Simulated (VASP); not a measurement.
A run of VASP 6.6.1 is set up as follows.

File POSCAR:

```
Ag
1.0
    0.0000000000      2.0387185163      2.0387185163
    2.0387185163      0.0000000000      2.0387185163
    2.0387185163      2.0387185163      0.0000000000
Ag
1
Direct
    0.0000000000      0.0000000000      0.0000000000
```

File INCAR.step1:

```
  ALGO = Normal
  EDIFF = 1E-4
  ENCUT = 520
  GGA = PE
  ISMEAR = -1
  LASPH = T
  LCHARG = F
  LREAL = F
  LWAVE = T
  NBANDS = 12
  NELM = 80
  PREC = Accurate
  SIGMA = 0.1
```

INCAR.step2

```
  ALGO = Normal
  EDIFF = 1E-6
  ENCUT = 520
  ISIF = 2
  ISMEAR = -1
  ISTART = 1
  LASPH = T
  LCHARG = T
  LELF = T
  LMIXTAU = T
  LREAL = F
  LVHAR = T
  LWAVE = F
  METAGGA = R2SCAN
  NBANDS = 12
  NELM = 80
  PREC = Accurate
  SIGMA = 0.1
```

File KPOINTS:

```
k-points
0
Gamma
  14 14 14
```

Potentials or basis: VASP PAW PBE potentials, release 64 (Ag).

The run is started by

```sh
$ cat potpaw_PBE.64/Ag/POTCAR > POTCAR
$ cp INCAR.step1 INCAR
$ mpirun -np 1 vasp_std > vasp.out
$ cp INCAR.step2 INCAR
$ mpirun -np 1 vasp_std > vasp.out
```

Task: Predict the pressure.

Result: 2.4 GPa.

Task: What does it give for the band gap on the k mesh?

Result: Zero (an odd number of electrons rules out a gap without spin polarisation).

Caveat: the PAW data sets were made with another functional, which shifts forces and pressure a little.
